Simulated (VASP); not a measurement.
# Hf (Fm-3m) in VASP: a series of runs

Runs on Hf. Level: PBEsol. Tasks: single point.

All numbers are computed with VASP 6.6.1; they aren't measurements. Logs are shortened: lines on timing, memory, paths and dates and some standing lists are left out, and cuts for length are marked.

### 1 The cell of the first run

It takes space group Fm-3m (No. 225, cubic). The conventional cell has a = 4.215 Å, b = 4.215 Å, c = 4.215 Å, α = 90.00°, β = 90.00°, γ = 90.00°. Hf (site symmetry m-3m) has 12 Hf at 2.98 Å within 3.9 Å.

### 2 Single point, PBEsol

INCAR

```
PREC = Accurate
ENCUT = 520
EDIFF = 1E-6
ISMEAR = -1
SIGMA = 0.05
LREAL = False
LASPH = True
NELM = 80
ALGO = Normal
ISIF = 2
LWAVE = False
LCHARG = False
GGA = PS
NBANDS = 11
```

KPOINTS

```
regular mesh
0
Gamma
  10 10 10
```

POSCAR

```
Hf
1.0
    0.0000000000      2.1072662868      2.1072662868
    2.1072662868      0.0000000000      2.1072662868
    2.1072662868      2.1072662868      0.0000000000
Hf
1
Direct
    0.0000000000      0.0000000000      0.0000000000
```

Potentials or basis: VASP PAW PBE potentials, release 64 (Hf_pv).

Run with:

```sh
$ cat potpaw_PBE.64/Hf_pv/POTCAR > POTCAR
$ mpirun -np 1 vasp_std > vasp.out
```

OUTCAR:

```text
PREC = Accurate
   ENCUT = 520
   EDIFF = 1E-6
   ISMEAR = -1
   LREAL = False
   LASPH = True
   NELM = 80
   ISIF = 2
   GGA = PS

 ion  position               nearest neighbor table
   1  0.000  0.000  0.000-

  LATTYP: Found a face centered cubic cell.
 ALAT       =     4.2145325736

  Lattice vectors:

 A1 = (   0.0000000000,   2.1072662868,   2.1072662868)
 A2 = (   2.1072662868,   0.0000000000,   2.1072662868)
 A3 = (   2.1072662868,   2.1072662868,   0.0000000000)

Analysis of symmetry for initial positions (statically):
=====================================================================
 Subroutine PRICEL returns:
 Original cell was already a primitive cell.

 Routine SETGRP: Setting up the symmetry group for a
 face centered cubic supercell.

 Subroutine GETGRP returns: Found 48 space group operations
 (whereof 48 operations were pure point group operations)
 out of a pool of 48 trial point group operations.

The static configuration has the point symmetry O_h .

Analysis of symmetry for dynamics (positions and initial velocities):
=====================================================================
 Subroutine PRICEL returns:
 Original cell was already a primitive cell.

 Routine SETGRP: Setting up the symmetry group for a
 face centered cubic supercell.

 Subroutine GETGRP returns: Found 48 space group operations
 (whereof 48 operations were pure point group operations)
 out of a pool of 48 trial point group operations.

The dynamic configuration has the point symmetry O_h .

 Subroutine INISYM returns: Found 48 space group operations
 (whereof 48 operations are pure point group operations),
 and found     1 'primitive' translations

----------------------------------------------------------------------------------------

                                     Primitive cell

  volume of cell :      18.7149

  direct lattice vectors                    reciprocal lattice vectors
     0.000000000  2.107266287  2.107266287    -0.237274237  0.237274237  0.237274237
     2.107266287  0.000000000  2.107266287     0.237274237 -0.237274237  0.237274237
     2.107266287  2.107266287  0.000000000     0.237274237  0.237274237 -0.237274237

  length of vectors
     2.980124562  2.980124562  2.980124562     0.410971034  0.410971034  0.410971034

  position of ions in fractional coordinates (direct lattice)
     0.000000000  0.000000000  0.000000000

[... 74 lines left out ...]
   NELM   =     80;   NELMIN=  2; NELMDL= -5     # of ELM steps
   EDIFF  = 0.1E-05   stopping-criterion for ELM
   LREAL  =      F    real-space projection
   EDIFFG = 0.1E-04   stopping-criterion for IOM
   NSW    =      0    number of steps for IOM
   IBRION =     -1    ionic relax: 0-MD 1-quasi-New 2-CG
   NFREE  =      0    steps in history (QN), initial steepest desc. (CG)
   ISIF   =      2    stress and relaxation
   ISYM   =      2    0-nonsym 1-usesym 2-fastsym
   POTIM  = 0.5000    time-step for ionic-motion
   TEBEG  =    0.0;   TEEND  =   0.0 temperature during run
   PSTRESS=    0.0 pullay stress
   NELECT =      10.0000    total number of electrons
   NUPDOWN=      -1.0000    fix difference up-down
   EMIN   =  10.00;   EMAX   =-10.00  energy-range for DOS
   EFERMI =   0.00;   METHOD = LEGACY
   ISMEAR =    -1;   SIGMA  =   0.05  broadening in eV -4-tet -1-fermi 0-gaus
   EFERMI_NEDOS =   21; number of points for ismear=-14 and -15
   IALGO  =     38    algorithm
   IMIX   =      4    mixing-type and parameters
     AMIX     =   0.40;   BMIX     =  1.00
     AMIX_MAG =   1.60;   BMIX_MAG =  1.00
  volume/ion in A,a.u.               =      18.71       126.29
  Fermi-wavevector in a.u.,A,eV,Ry     =   1.328451  2.510408 24.011304  1.764781
  Thomas-Fermi vector in A             =   2.457687
   LORBIT       =      0    0 simple, 1 ext, 2 COOP (PROOUT), +10 PAW based schemes
   GGA     = PS    functional components
   LHFCALC =     F    Hartree Fock is set to
   AEXX    =    0.0000 exact exchange contribution
   IVDW    =     0    specifies the selected vdW correction
   LEPSILON=     F    determine dielectric tensor
   LRPA    =     F    only Hartree local field effects (RPA)
 non-spin polarized calculation
  energy-cutoff  :      520.00
  volume of cell :       18.71
 maximum number of plane-waves:       531
 NGX is ok and might be reduce to    24
   NGX = 11   NGY = 11   NGZ = 11

 number of electron      10.0000001 magnetization

 Free energy of the ion-electron system (eV)
  ---------------------------------------------------
  ext. energy  EPLUGINS =         0.00000000
  ---------------------------------------------------
  free energy    TOTEN  =       -10.28847581 eV

  energy without entropy =      -10.27615252  energy(sigma->0) =      -10.28231416

 E-fermi :   5.8956     XC(G=0): -12.2367

 val. band max:        5.8700808640   @ k =  -0.3000   0.2000   0.0000
 cond. band min:       5.9263377145   @ k =   0.3000   0.0000   0.0000
 fundamental gap:      0.0562568505
 Fermi energy:         5.8955572895

 k-point     1 :       0.0000    0.0000    0.0000
  band No.  band energies     occupation
      1     -23.4218      2.00000
      2     -23.4218      2.00000
      3     -23.4218      2.00000
      4      -1.9043      2.00000
      5       7.3165      0.00000
      6       7.3165      0.00000
      7       7.3165      0.00000
      8      10.8038      0.00000
      9      10.8038      0.00000
     10      17.8648      0.00000
     11      19.5230      0.00000
[... 309 lines left out ...]
 k-point    24 :       0.4000    0.3000    0.0000
  band No.  band energies     occupation
      1     -24.5458      2.00000
      2     -23.8713      2.00000
      3     -23.8219      2.00000
      4       2.2114      2.00000
      5       3.8218      2.00000
      6       7.0922      0.00000
      7      10.6889      0.00000
      8      11.9978      0.00000
      9      13.3344      0.00000
     10      19.4565      0.00000
     11      20.0034      0.00000

 [... further k-points ...]
[... 5 lines left out ...]
  --------------------------------------------------------------------------------------
  -------------------------------------------------------------------------------------
  Total        2.2918751      2.2918751      2.2918751      0.0000000      0.0000000      0.0000000
  in kB      196.2064461    196.2064461    196.2064461      0.0000000      0.0000000      0.0000000
  external PRESSURE =     196.2064461 kB  Pullay stress =       0.0000000 kB

 VOLUME and BASIS-vectors are now :
 -----------------------------------------------------------------------------
  energy-cutoff  :      520.00
  volume of cell :       18.71
      direct lattice vectors                 reciprocal lattice vectors
     0.000000000  2.107266287  2.107266287    -0.237274237  0.237274237  0.237274237
     2.107266287  0.000000000  2.107266287     0.237274237 -0.237274237  0.237274237
     2.107266287  2.107266287  0.000000000     0.237274237  0.237274237 -0.237274237

 POSITION                                       TOTAL-FORCE (eV/Angst)
 -----------------------------------------------------------------------------------
      0.00000      0.00000      0.00000         0.000000      0.000000      0.000000
 -----------------------------------------------------------------------------------
    total drift:                                0.000000      0.000000     -0.000000

  FREE ENERGIE OF THE ION-ELECTRON SYSTEM (eV)
  ---------------------------------------------------
  free  energy   TOTEN  =       -10.2884758052 eV

  energy  without entropy=      -10.2761525206  energy(sigma->0) =      -10.28231416
```

stdout:

```text
POSCAR found type information on POSCAR Hf
 POSCAR found :  1 types and       1 ions
 scaLAPACK will be used
 -----------------------------------------------------------------------------
|                                                                             |
|                                                                             |
|     You enforced a specific xc type in the INCAR file but a different       |
|     I HOPE YOU KNOW WHAT YOU ARE DOING!                                     |
|                                                                             |
 -----------------------------------------------------------------------------

 LDA part: xc-table for (Slater+PW92), standard interpolation
 POSCAR, INCAR and KPOINTS ok, starting setup
 FFT: planning ... GRIDC
 FFT: planning ... GRID_SOFT
 FFT: planning ... GRID
 WAVECAR not read
 entering main loop
```

Run time: 11 s. Hardware: 1 thread of Intel Xeon 8259CL, shared host; peak memory 0.14 GiB.

Results:

```yaml
Free_energy: -10.2885 eV
Pressure: 19.6 GPa
Band_gap_on_the_k_mesh: zero (band 5 reaches 7.32 eV, above the bottom of band 6 at 5.43 eV)
```

Caveat: the PAW data sets were made with another functional, which shifts forces and pressure a little; spin-orbit coupling is left out, which moves the levels of the heavy elements.

### 3 Single point, PBEsol

This run uses another cell than the first one, of 17.73 Å³/atom, 0.947 times its volume.

INCAR

```
SYSTEM = Hf
  PREC = Accurate
  ENCUT = 520
  EDIFF = 1E-6
  ISMEAR = -1
  SIGMA = 0.05
  LREAL = .False.
  LASPH = .True.
  NELM = 60
  ALGO = Normal
  ISIF = 2
  LWAVE = .False.
  LCHARG = .False.
  GGA = PS
  NBANDS = 11
```

KPOINTS

```
Automatic mesh
0
Gamma
  10 10 10
  0 0 0
```

POSCAR

```
Hf
1.0
    0.0000000000      2.0694851486      2.0694851486
    2.0694851486      0.0000000000      2.0694851486
    2.0694851486      2.0694851486      0.0000000000
Hf
1
Direct
    0.0000000000      0.0000000000      0.0000000000
```

Potentials or basis: VASP PAW PBE potentials, release 64 (Hf_pv).

Run with:

```sh
$ cat potpaw_PBE.64/Hf_pv/POTCAR > POTCAR
$ mpirun -np 1 vasp_std > vasp.out
```

It took 11 s on 1 thread of Intel Xeon 8259CL, shared host; peak memory 0.14 GiB.

The run converged. Its results:

| Item | Value |
| --- | --- |
| Free energy | -10.1380 eV |
| Pressure | 29.6 GPa |
| Band gap on the k mesh | zero (band 5 reaches 7.74 eV, above the bottom of band 6 at 5.75 eV) |

Levels at points of the mesh, in eV from the Fermi level:
| k point | band 1 | band 2 | band 3 | band 4 | band 5 | band 6 | band 7 | band 8 | band 9 | band 10 |
| --- | --- | --- | --- | --- | --- | --- | --- | --- | --- | --- |
| (0.00, 0.00, 0.00) | -29.14 | -29.14 | -29.14 | -7.97 | 1.40 | 1.40 | 1.40 | 5.12 | 5.12 | 12.14 |
| (0.50, 0.00, 0.00) | -30.87 | -29.36 | -29.36 | -4.42 | 1.06 | 1.06 | 1.64 | 8.04 | 8.04 | 11.79 |
| (0.50, 0.50, 0.00) | -30.75 | -29.75 | -29.75 | -4.42 | -3.16 | 4.13 | 8.06 | 8.94 | 8.94 | 12.11 |

Caveat: the PAW data sets were made with another functional, which shifts forces and pressure a little; spin-orbit coupling is left out, which moves the levels of the heavy elements.

### 4 Single point, PBEsol

This run uses another cell than the first one, of 19.94 Å³/atom, 1.065 times its volume.

INCAR

```
SYSTEM = Hf
PREC = Accurate
ENCUT = 520
EDIFF = 1E-7
ISMEAR = -1
SIGMA = 0.05
LREAL = .FALSE.
LASPH = .TRUE.
NELM = 60
ALGO = Normal
ISIF = 2
LWAVE = .FALSE.
LCHARG = .FALSE.
GGA = PS
NBANDS = 11
```

KPOINTS

```
Automatic mesh
0
G
  10 10 10
  0 0 0
```

POSCAR

```
Hf
1.0
    0.0000000000      2.1522923496      2.1522923496
    2.1522923496      0.0000000000      2.1522923496
    2.1522923496      2.1522923496      0.0000000000
Hf
1
Direct
    0.0000000000      0.0000000000      0.0000000000
```

Potentials or basis: VASP PAW PBE potentials, release 64 (Hf_pv).

Run with:

```sh
$ cat potpaw_PBE.64/Hf_pv/POTCAR > POTCAR
$ mpirun -np 1 vasp_std > vasp.out
```

OUTCAR:

```text
SYSTEM = Hf
   PREC = Accurate
   ENCUT = 520
   EDIFF = 1E-7
   ISMEAR = -1
   LREAL = .FALSE.
   LASPH = .TRUE.
   NELM = 60
   ISIF = 2
   GGA = PS

 ion  position               nearest neighbor table
   1  0.000  0.000  0.000-

  LATTYP: Found a face centered cubic cell.
 ALAT       =     4.3045846992

  Lattice vectors:

 A1 = (   0.0000000000,   2.1522923496,   2.1522923496)
 A2 = (   2.1522923496,   0.0000000000,   2.1522923496)
 A3 = (   2.1522923496,   2.1522923496,   0.0000000000)

Analysis of symmetry for initial positions (statically):
=====================================================================
 Subroutine PRICEL returns:
 Original cell was already a primitive cell.

 Routine SETGRP: Setting up the symmetry group for a
 face centered cubic supercell.

 Subroutine GETGRP returns: Found 48 space group operations
 (whereof 48 operations were pure point group operations)
 out of a pool of 48 trial point group operations.

The static configuration has the point symmetry O_h .

Analysis of symmetry for dynamics (positions and initial velocities):
=====================================================================
 Subroutine PRICEL returns:
 Original cell was already a primitive cell.

 Routine SETGRP: Setting up the symmetry group for a
 face centered cubic supercell.

 Subroutine GETGRP returns: Found 48 space group operations
 (whereof 48 operations were pure point group operations)
 out of a pool of 48 trial point group operations.

The dynamic configuration has the point symmetry O_h .

 Subroutine INISYM returns: Found 48 space group operations
 (whereof 48 operations are pure point group operations),
 and found     1 'primitive' translations

----------------------------------------------------------------------------------------

                                     Primitive cell

  volume of cell :      19.9404

[... 104 lines left out ...]
   IMIX   =      4    mixing-type and parameters
     AMIX     =   0.40;   BMIX     =  1.00
     AMIX_MAG =   1.60;   BMIX_MAG =  1.00
  volume/ion in A,a.u.               =      19.94       134.56
  Fermi-wavevector in a.u.,A,eV,Ry     =   1.300659  2.457890 23.017177  1.691715
  Thomas-Fermi vector in A             =   2.431844
   LORBIT       =      0    0 simple, 1 ext, 2 COOP (PROOUT), +10 PAW based schemes
   GGA     = PS    functional components
   LHFCALC =     F    Hartree Fock is set to
   AEXX    =    0.0000 exact exchange contribution
   IVDW    =     0    specifies the selected vdW correction
   LEPSILON=     F    determine dielectric tensor
   LRPA    =     F    only Hartree local field effects (RPA)
 non-spin polarized calculation
  energy-cutoff  :      520.00
  volume of cell :       19.94
 maximum number of plane-waves:       548
   NGX = 11   NGY = 11   NGZ = 11

 number of electron      10.0000000 magnetization

 Free energy of the ion-electron system (eV)
  ---------------------------------------------------
  ext. energy  EPLUGINS =         0.00000000
  ---------------------------------------------------
  free energy    TOTEN  =       -10.39839647 eV

  energy without entropy =      -10.38746768  energy(sigma->0) =      -10.39293208

 E-fermi :   5.4073     XC(G=0): -11.9300

 val. band max:        5.3505750328   @ k =  -0.3000   0.3000   0.0000
 cond. band min:       5.4126853477   @ k =   0.3000   0.0000   0.0000
 fundamental gap:      0.0621103149
 Fermi energy:         5.4073204756

 k-point     1 :       0.0000    0.0000    0.0000
  band No.  band energies     occupation
      1     -24.1335      2.00000
      2     -24.1335      2.00000
      3     -24.1335      2.00000
      4      -2.1934      2.00000
      5       6.8313      0.00000
      6       6.8313      0.00000
      7       6.8313      0.00000
      8      10.0533      0.00000
      9      10.0533      0.00000
     10      17.1658      0.00000
     11      18.8446      0.00000
[... 309 lines left out ...]
 k-point    24 :       0.4000    0.3000    0.0000
  band No.  band energies     occupation
      1     -25.0515      2.00000
      2     -24.5019      2.00000
      3     -24.4621      2.00000
      4       1.8759      2.00000
      5       3.5633      2.00000
      6       6.4505      0.00000
      7       9.9420      0.00000
      8      11.1274      0.00000
      9      12.3753      0.00000
     10      18.4975      0.00000
     11      18.9168      0.00000

 [... further k-points ...]
[... 5 lines left out ...]
  --------------------------------------------------------------------------------------
  -------------------------------------------------------------------------------------
  Total        1.1871175      1.1871175      1.1871175      0.0000000     -0.0000000      0.0000000
  in kB       95.3828947     95.3828947     95.3828947      0.0000000     -0.0000000      0.0000000
  external PRESSURE =      95.3828947 kB  Pullay stress =       0.0000000 kB

 VOLUME and BASIS-vectors are now :
 -----------------------------------------------------------------------------
  energy-cutoff  :      520.00
  volume of cell :       19.94
      direct lattice vectors                 reciprocal lattice vectors
     0.000000000  2.152292350  2.152292350    -0.232310448  0.232310448  0.232310448
     2.152292350  0.000000000  2.152292350     0.232310448 -0.232310448  0.232310448
     2.152292350  2.152292350  0.000000000     0.232310448  0.232310448 -0.232310448

 POSITION                                       TOTAL-FORCE (eV/Angst)
 -----------------------------------------------------------------------------------
      0.00000      0.00000      0.00000         0.000000      0.000000      0.000000
 -----------------------------------------------------------------------------------
    total drift:                               -0.000000      0.000000     -0.000000

  FREE ENERGIE OF THE ION-ELECTRON SYSTEM (eV)
  ---------------------------------------------------
  free  energy   TOTEN  =       -10.3983964720 eV

  energy  without entropy=      -10.3874676812  energy(sigma->0) =      -10.39293208
```

Wall time 14 s (1 thread of Intel Xeon 8259CL, shared host); peak memory 0.14 GiB.

What came out:

| Item | Value |
| --- | --- |
| Free energy | -10.3984 eV |
| Pressure | 9.5 GPa |
| Band gap on the k mesh | zero (band 5 reaches 6.83 eV, above the bottom of band 6 at 5.01 eV) |

Caveat: the PAW data sets were made with another functional, which shifts forces and pressure a little; spin-orbit coupling is left out, which moves the levels of the heavy elements.

(Part 1 of 2 ends here.)
